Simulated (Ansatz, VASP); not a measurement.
Two plane-wave programs on HgTe

File POSCAR:

```
HgTe
1.0
   -3.0456030000      3.0456030000      1.5594100000
    3.0456030000     -3.0456030000      1.5594100000
    3.0456030000      3.0456030000     -1.5594100000
Hg Te
1 1
Direct
    0.2500000000      0.7500000000      0.5000000000
    0.0000000000      0.0000000000      0.0000000000
```

INCAR.step1

```
SYSTEM = HgTe
PREC = Accurate ; ENCUT = 520
ISMEAR = -1 ; SIGMA = 0.1
LREAL = .FALSE. ; LASPH = .TRUE.
NELM = 80 ; NBANDS = 16
GGA = PE ; ALGO = Normal
EDIFF = 1E-4 ; LWAVE = .TRUE.
LCHARG = .FALSE.
```

File INCAR.step2:

```
SYSTEM = HgTe
PREC = Accurate ; ENCUT = 520
EDIFF = 1E-6 ; ISMEAR = -1
SIGMA = 0.1 ; LREAL = .FALSE.
LASPH = .TRUE. ; NELM = 80
ALGO = Normal ; ISIF = 2
LWAVE = .FALSE. ; LCHARG = .FALSE.
METAGGA = R2SCAN ; LMIXTAU = .TRUE.
NBANDS = 16 ; ISTART = 1
```

File KPOINTS:

```
Automatic mesh
0
G
  8 8 8
  0 0 0
```

Input for Ansatz:

```yaml
crystal:
  lattice:
    - [-3.045603, 3.045603, 1.55941]
    - [3.045603, -3.045603, 1.55941]
    - [3.045603, 3.045603, -1.55941]
  atoms:
    - { symbol: Hg, position: [0.25, 0.75, 0.5] }
    - { symbol: Te, position: [0.0, 0.0, 0.0] }
basis:
  ecutwfc: 600.0
kpoints:
  mp_grid:
    grid: [8, 8, 8]
hamiltonian:
  xc: r2scan
  pseudopotentials:
    kind: paw
scf:
  occupations:
    method: fermi_dirac
    width: 0.1
output:
  stress: true
```

Alike in both runs: task single point; functional r2SCAN; k mesh 8 × 8 × 8; occupations fermi-dirac, width 0.1 eV; no spin polarisation.

|  | VASP | Ansatz |
| --- | --- | --- |
| version | VASP 6.6.1 | Ansatz 0.2.0 |
| potentials or method | VASP PAW PBE potentials, release 64 (Hg, Te), cutoff 520 eV | plane waves, PAW |
| valence electrons in the cell | 18 | 36 |

```csv
,VASP,Ansatz,Ansatz less VASP
pressure (GPa),-1.3,-1.4,-0.10
"traceless stress, the component that is largest in VASP (GPa)",0.61,0.58,-0.030
```

VASP's potentials were made for PBE, not for r2SCAN. VASP's potentials hold 18 valence electrons a cell and Ansatz's 36, so a difference there can come from the potentials and not from the codes.

Neither program's run includes spin-orbit coupling.
